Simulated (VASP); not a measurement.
Wanted: the native input for a VASP 6.6.1 run.

| Property | Result |
| --- | --- |
| Task | relaxation of cell and atoms |
| Functional | PBE |
| Potentials or basis | VASP PAW PBE potentials, release 64 (Rh_pv) |
| Cutoff | 600 eV |
| k mesh | 11 × 11 × 11 |
| Occupations | fermi-dirac, width 0.08 eV |
| Spin | no spin polarisation |
| Dipole correction | no |
| Further INCAR settings | ALGO = Normal; EDIFF = 1e-06; IBRION = 2; EDIFFG = -0.005; NSW = 100; ISIF = 3 |

The structure of Rh lies in POSCAR:

```
Rh
1.0
    0.0000000000      2.8943334584      2.8943334584
    2.8943334584      0.0000000000      2.8943334584
    2.8943334584      2.8943334584      0.0000000000
Rh
2
Direct
    0.0000000000      0.0000000000      0.0000000000
    0.2500000000      0.2500000000      0.2500000000
```

This isn't the form of Rh at room conditions, which is fcc.

One way to write it, as run:

INCAR

```
PREC = Accurate
ENCUT = 600
EDIFF = 1E-6
ISMEAR = -1
SIGMA = 0.08
LREAL = False
LASPH = True
NELM = 60
ALGO = Normal
ISIF = 3
LWAVE = False
LCHARG = False
GGA = PE
IBRION = 2
NSW = 100
EDIFFG = -0.005
```

KPOINTS

```
regular mesh
0
Gamma
  11 11 11
```

Potentials or basis: VASP PAW PBE potentials, release 64 (Rh_pv).

Run with:

```console
$ cat potpaw_PBE.64/Rh_pv/POTCAR > POTCAR
$ mpirun -np 1 vasp_std > vasp.out
```

Results of the run:

| Property | Result |
| --- | --- |
| Relaxed volume | 20.97 Å³/atom |
| Relaxed cell | a = 3.900 Å, b = 3.900 Å, c = 3.900 Å, α = 60.00°, β = 60.00°, γ = 60.00° |
| Space group after relaxing (to 0.1 Å) | Fd-3m (No. 227) |
| Energy gained by relaxing | 151.9 meV/atom |
| Ionic steps | 7 |
| Pressure after relaxing | 0.0 GPa |
| Band gap on the k mesh | zero (bands 15 and 16 overlap by 1.11 eV) |

Wall time 6.6 min on 1 thread of AMD EPYC 7R13, with other jobs on the host, peak memory 0.21 GiB.
